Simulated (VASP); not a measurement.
Set up this calculation in VASP 6.6.1, as the native input.

```
Task                   : single point
Functional             : PBE
Potentials or basis    : VASP PAW PBE potentials, release 64 (C, H)
Cutoff                 : 520 eV
k mesh                 : 4 × 4 × 3
Occupations            : gaussian, width 0.1 eV
Spin                   : no spin polarisation
Dipole correction      : no
Further INCAR settings : LREAL = Auto; ALGO = Fast; EDIFF = 1e-06; NBANDS = 76
```

The structure of HC28 (a cell with a defect) lies in POSCAR:

```
HC28
1.0
    4.9330655670     -4.2721600996      0.0000000000
   -6.1663319588     -2.1360800497      0.0000000000
    0.0000000000      0.0000000000     -8.4654494173
C H
28 1
Direct
    0.6637110986      0.8355253012      0.6989547404
    0.2372549920      0.6922735363      0.7063870688
    0.8083082716      0.5464025817      0.6990680244
    0.3805674800      0.4066255836      0.7064164825
    0.9515822883      0.2632921535      0.7064004172
    0.5231480197      0.1207037648      0.7102373074
    0.0974441154     -0.0197669847      0.6990338857
    0.4749324471      0.8825734550      0.2936098106
    0.0485506565      0.7392924355      0.3009925255
    0.6147779643      0.5946856303      0.3010167416
    0.1890719492      0.4541217277      0.2897261420
    0.7605795779      0.3115516550      0.2936412324
    0.3316029430      0.1682264379      0.2936439494
   -0.0961609518      0.0283753325      0.3010000857
    0.4274602879      0.6453771309      0.7052456055
    0.9985319252      0.5003790711      0.7053229788
    0.5710436891      0.3587098416      0.7063358016
    0.1434734000      0.2164346159      0.7053147099
    0.7132198493      0.0727737791      0.7062352753
    0.2851380915      0.9306273063      0.7062867788
    0.8564992216      0.7873680578      0.6758925271
    0.4270703750      0.6442146138      0.2936916728
   -0.0010370588      0.5020099699      0.2937215589
    0.5686974120      0.3584302039      0.2947714737
    0.1411001193      0.2161148879      0.2937104550
    0.7136772467      0.0744454977      0.2947204427
    0.2847876496      0.9295202053      0.2947405243
    0.8557497290      0.7874513657      0.3241706216
    0.8563884823      0.7873208200      0.4997114496
```

One way to write it, as run:

INCAR

```
PREC = Accurate
ENCUT = 520
EDIFF = 1E-6
ISMEAR = 0
SIGMA = 0.1
LREAL = Auto
LASPH = True
NELM = 60
ALGO = Fast
ISIF = 2
LWAVE = False
LCHARG = False
GGA = PE
NBANDS = 76
```

KPOINTS

```
Automatic mesh
0
Gamma
  4 4 3
```

Potentials or basis: VASP PAW PBE potentials, release 64 (C, H).

Command:

```sh
$ cat potpaw_PBE.64/C/POTCAR potpaw_PBE.64/H/POTCAR > POTCAR
$ mpirun -np 1 vasp_std > vasp.out
```

It gave:

```yaml
Pressure: 1.1 GPa
Largest_force: 0.033 eV/Å
Band_gap_on_the_k_mesh: zero (an odd number of electrons rules out a gap without spin polarisation)
```

Wall time 18 min on 1 thread of Oxide Virtual Turin-like Processor, on a shared host, peak memory 0.59 GiB.
